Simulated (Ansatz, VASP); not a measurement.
Two plane-wave programs on Rb2Re

File INCAR:

```
SYSTEM = Rb2Re
PREC = Accurate
ENCUT = 520
EDIFF = 1E-6
ISMEAR = 0
SIGMA = 0.1
LREAL = .False.
LASPH = .True.
NELM = 60
ALGO = Fast
ISIF = 2
LWAVE = .False.
LCHARG = .False.
GGA = PE
NBANDS = 34
```

Contents of KPOINTS:

```
Automatic mesh
0
Gamma
  6 6 6
  0 0 0
```

File POSCAR:

```
Rb2Re
1.0
   -2.4121384415      2.4121384415      8.3869457300
    2.4121384415     -2.4121384415      8.3869457300
    2.4121384415      2.4121384415     -8.3869457300
Rb Re
4 2
Direct
    0.4165000000      0.4165000000      0.0000000000
    0.1665000000      0.6665000000      0.5000000000
    0.3335000000      0.8335000000      0.5000000000
    0.5835000000      0.5835000000      0.0000000000
    0.0000000000      0.0000000000      0.0000000000
    0.7500000000      0.2500000000      0.5000000000
```

Input for Ansatz:

```yaml
crystal:
  lattice:
    - [-2.4121384415, 2.4121384415, 8.38694573]
    - [2.4121384415, -2.4121384415, 8.38694573]
    - [2.4121384415, 2.4121384415, -8.38694573]
  atoms:
    - { symbol: Rb, position: [0.4165, 0.4165, 0.0] }
    - { symbol: Rb, position: [0.1665, 0.6665, 0.5] }
    - { symbol: Rb, position: [0.3335, 0.8335, 0.5] }
    - { symbol: Rb, position: [0.5835, 0.5835, 0.0] }
    - { symbol: Re, position: [0.0, 0.0, 0.0] }
    - { symbol: Re, position: [0.75, 0.25, 0.5] }
basis:
  ecutwfc: 420
kpoints:
  mp_grid: { grid: [6, 6, 6] }
hamiltonian:
  xc: pbe
scf:
  occupations: { method: gaussian, width: 0.1 }
  lower_state_search: "off"
output:
  forces: true
  stress: true
  eigenvalues: true
```

Alike in both runs: task single point; functional PBE; k mesh 6 × 6 × 6; occupations gaussian, width 0.1 eV; no spin polarisation.

|  | VASP | Ansatz |
| --- | --- | --- |
| version | VASP 6.6.1 | Ansatz 0.2.0 |
| potentials or method | VASP PAW PBE potentials, release 64 (Rb_sv, Re), cutoff 520 eV | scalar-relativistic, plane waves, PAW |
| valence electrons in the cell | 50 | 66 |

Ansatz gave:

| Quantity | Value |
| --- | --- |
| gap on the k mesh at the Fermi level (eV) | none |
| pressure (GPa) | 5.7 |
| traceless stress, the component that is largest in VASP (GPa) | 4.96 |
| rms of the force components (eV/Å) | 0.066 |

**Question.** Which values does VASP return?

**Answer.** gap on the k mesh at the Fermi level (eV): none; pressure (GPa): 5.9; traceless stress, the component that is largest in VASP (GPa): 5.05; rms of the force components (eV/Å): 0.068.

Atom by atom the forces differ by 0.002 eV/Å (rms over components). A gap of «none» marks a metal or a gap that the smearing closes. VASP's potentials hold 50 valence electrons a cell and Ansatz's 66, so a difference there can come from the potentials and not from the codes.

Spin-orbit coupling is off throughout.
